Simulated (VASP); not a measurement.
**Sn3Se: single point with LDA**

The system is Sn3Se.

```
CELL_PARAMETERS angstrom
4.77328 0.00000 0.00000
0.00000 4.77328 0.00000
0.00000 0.00000 4.77328
ATOMIC_POSITIONS crystal
Sn 0.50000 0.50000 0.00000
Sn 0.50000 0.00000 0.50000
Sn 0.00000 0.50000 0.50000
Se 0.00000 0.00000 0.00000
```

* Program: VASP 6.6.1
* Task: single point
* Functional: LDA
* Potentials or basis: VASP PAW LDA potentials, release 64 (Sn_d, Se)
* Cutoff: 520 eV
* k mesh: 6 × 6 × 6
* Occupations: fermi-dirac, width 0.05 eV
* Spin: no spin polarisation
* Dipole correction: no
* Further INCAR settings: ALGO = Normal; EDIFF = 1e-07; NBANDS = 32

The pressure is -4.7 GPa and the band gap on the k mesh is zero (band 24 reaches 8.69 eV, above the bottom of band 25 at 6.50 eV).

Levels at points of the mesh, in eV from the Fermi level:
```tsv
k point	band 22	band 23	band 24	band 25	band 26	band 27
(0.00, 0.00, 0.00)	-4.18	-0.03	-0.03	-0.03	2.21	2.21
(0.50, 0.00, 0.00)	-1.79	-1.70	-1.70	-0.09	1.79	2.00
(0.50, 0.50, 0.00)	-2.02	-2.02	-0.67	0.11	0.11	0.14
(0.50, 0.50, 0.50)	-5.08	-4.55	1.91	1.91	1.91	5.68
```

It took 96 s on 1 thread of AMD EPYC 7R13, with other jobs on the host, peak memory 0.18 GiB.

Caveat: spin-orbit coupling is left out, which moves the levels of the heavy elements.
